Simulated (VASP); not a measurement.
TiC, 2 atoms in the cell. Symmetry: Fm-3m, No. 225, cubic system. Conventional cell: a = 4.278 Å, b = 4.278 Å, c = 4.278 Å, α = 90.00°, β = 90.00°, γ = 90.00°. Ti (site symmetry m-3m) has 6 C at 2.14 Å within 2.8 Å. C (site symmetry m-3m) has 6 Ti at 2.14 Å within 2.8 Å. 

- Program: VASP 6.6.1
- Task: single point
- Functional: PBEsol
- Dispersion: D4
- Potentials or basis: VASP PAW PBE potentials, release 64 (Ti_sv, C)
- Cutoff: 520 eV
- k mesh: 11 × 11 × 11
- Occupations: fermi-dirac, width 0.05 eV
- Spin: no spin polarisation
- Dipole correction: no
- Further INCAR settings: ALGO = Normal; EDIFF = 1e-07; NBANDS = 15

Potentials or basis: VASP PAW PBE potentials, release 64 (Ti_sv, C).

The run is started by

```bash
$ cat potpaw_PBE.64/Ti_sv/POTCAR potpaw_PBE.64/C/POTCAR > POTCAR
$ mpirun -np 1 vasp_std > vasp.out
```

Hardware: 1 thread of AMD EPYC 7R43 64-Core Processor (Zen 3), on a shared host.

Task: How long does it take, and how much memory?

Result: It took 22 s on 1 thread of AMD EPYC 7R43 64-Core Processor (Zen 3), on a shared host, peak memory 0.11 GiB. Counts: scf iterations 15, k points 56.
